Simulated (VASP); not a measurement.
Input of a VASP 6.6.1 run:

File INCAR:

```
SYSTEM = Rb
ALGO = Normal
EDIFF = 1E-6
ENCUT = 520
GGA = PS
ISIF = 2
ISMEAR = -1
LASPH = .True.
LCHARG = .False.
LREAL = .False.
LWAVE = .False.
NBANDS = 10
NELM = 100
PREC = Accurate
SIGMA = 0.05
```

The input KPOINTS:

```
k-points
0
Gamma
  7 7 7
  0 0 0
```

Contents of POSCAR:

```
Rb
1.0
   -2.7811215466      2.7811215466      2.7811215466
    2.7811215466     -2.7811215466      2.7811215466
    2.7811215466      2.7811215466     -2.7811215466
Rb
1
Direct
    0.0000000000      0.0000000000      0.0000000000
```

Potentials or basis: VASP PAW PBE potentials, release 64 (Rb_sv).

Command:

```sh
$ cat potpaw_PBE.64/Rb_sv/POTCAR > POTCAR
$ mpirun -np 1 vasp_std > vasp.out
```

**Question.** Estimate the band gap on the k mesh.

**Answer.** Zero (an odd number of electrons rules out a gap without spin polarisation).

**Question.** Estimate the pressure.

**Answer.** 0.0 GPa.

Caveat: the PAW data sets were made with another functional, which shifts forces and pressure a little.
